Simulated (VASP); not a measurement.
Set up this calculation in VASP 6.6.1, as the native input.

* Task: single point
* Functional: PBEsol
* Potentials or basis: VASP PAW PBE potentials, release 64 (In_d, P)
* Cutoff: 520 eV
* k mesh: 8 × 8 × 8
* Occupations: fermi-dirac, width 0.05 eV
* Spin: no spin polarisation
* Dipole correction: no
* Further INCAR settings: ALGO = Normal; EDIFF = 1e-07; NBANDS = 16

The structure of InP lies in POSCAR:

```
InP
1.0
    0.0000000000      2.9391242575      2.9391242575
    2.9391242575      0.0000000000      2.9391242575
    2.9391242575      2.9391242575      0.0000000000
In P
1 1
Direct
    0.0000000000      0.0000000000      0.0000000000
    0.7500000000      0.7500000000      0.7500000000
```

The input as run:

INCAR

```
PREC = Accurate ; ENCUT = 520
EDIFF = 1E-7 ; ISMEAR = -1
SIGMA = 0.05 ; LREAL = False
LASPH = True ; NELM = 100
ALGO = Normal ; ISIF = 2
LWAVE = False ; LCHARG = False
GGA = PS ; NBANDS = 16
```

KPOINTS

```
Automatic mesh
0
Gamma
  8 8 8
```

Potentials or basis: VASP PAW PBE potentials, release 64 (In_d, P).

Command:

```console
$ cat potpaw_PBE.64/In_d/POTCAR potpaw_PBE.64/P/POTCAR > POTCAR
$ mpirun -np 1 vasp_std > vasp.out
```

Results of the run:

The pressure is 0.0 GPa. The band gap on the k mesh is 0.57 eV, direct.

Caveat: the PAW data sets were made with another functional, which shifts forces and pressure a little; spin-orbit coupling is left out, which moves the levels of the heavy elements.

It took 36 s on 1 thread of AMD EPYC 7R43 64-Core Processor (Zen 3) (shared host), peak memory 0.15 GiB.
